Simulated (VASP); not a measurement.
The system is GaAs.

```
Ga As
1.0
     3.10115    0.00000    0.00000
     0.00000    3.10115    0.00000
     0.00000    0.00000    3.10115
Ga As
1 1
Direct
  0.00000 0.00000 0.00000
  0.50000 0.50000 0.50000
```

| Item | Value |
| --- | --- |
| Program | VASP 6.6.1 |
| Task | relaxation of cell and atoms |
| Functional | PBEsol |
| Potentials or basis | VASP PAW PBE potentials, release 64 (Ga_d, As) |
| Cutoff | 600 eV |
| k mesh | 6 × 6 × 6 |
| Occupations | fermi-dirac, width 0.03 eV |
| Spin | no spin polarisation |

At the start: pressure 21.8 GPa; volume 14.91 Å³/atom.

How do energy, volume and symmetry change on relaxing?

Over 4 steps the energy falls by 181.6 meV/atom and the volume is 18.12 Å³/atom (+21.5 %); space group Pm-3m (No. 221, to 0.05 Å).

The path:
```tsv
step	energy change (eV)	largest force (eV/Å)	pressure (GPa)	volume (Å³)
1	0.0000	0.0000	21.83	29.82
2	-0.3038	0.0000	-5.27	39.48
3	-0.3632	0.0000	0.17	36.11
4	-0.3633	0.0000	-0.06	36.24
```

Final structure:
```
Ga As
1.0
     3.30939    0.00000    0.00000
     0.00000    3.30939    0.00000
     0.00000    0.00000    3.30939
Ga As
1 1
Cartesian
  0.0000 0.0000 0.0000
  1.6547 1.6547 1.6547
```

Caveat: the volume moved by over 15 % at a fixed basis, so the end points are rough; the PAW data sets were made with another functional, which shifts forces and pressure a little.
